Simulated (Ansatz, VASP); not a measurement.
# Two plane-wave programs on KF

```
K F
1.0
     0.00000    2.67185    2.67185
     2.67185    0.00000    2.67185
     2.67185    2.67185    0.00000
K F
1 1
Direct
  0.00000 0.00000 0.00000
  0.50000 0.50000 0.50000
```

Alike in both runs: task single point; functional LDA; k mesh 9 × 9 × 9; occupations tetrahedron; no spin polarisation.

```csv
,VASP,Ansatz
version,VASP 6.6.1,Ansatz 0.2.0
potentials or method,"VASP PAW LDA potentials, release 64 (K_sv, F)",JTH PAW LDA
plane-wave cutoff (eV),520,1500
valence electrons in the cell,16,16
```

|  | VASP | Ansatz | Ansatz less VASP |
| --- | --- | --- | --- |
| gap on the k mesh at the Fermi level (eV) | 5.79 | 5.80 | +0.004 |
| least direct gap on the mesh (eV) | 5.79 | 5.80 | +0.004 |
| pressure (GPa) | -3.4 | -3.3 | +0.14 |

LDA's correlation is that of Perdew and Zunger in VASP and of Perdew and Wang (1992) in Ansatz.

Noted on Ansatz's run: odd divisions of the mesh miss points on the zone boundary, where band edges often lie, so the gap on the mesh can be too wide.
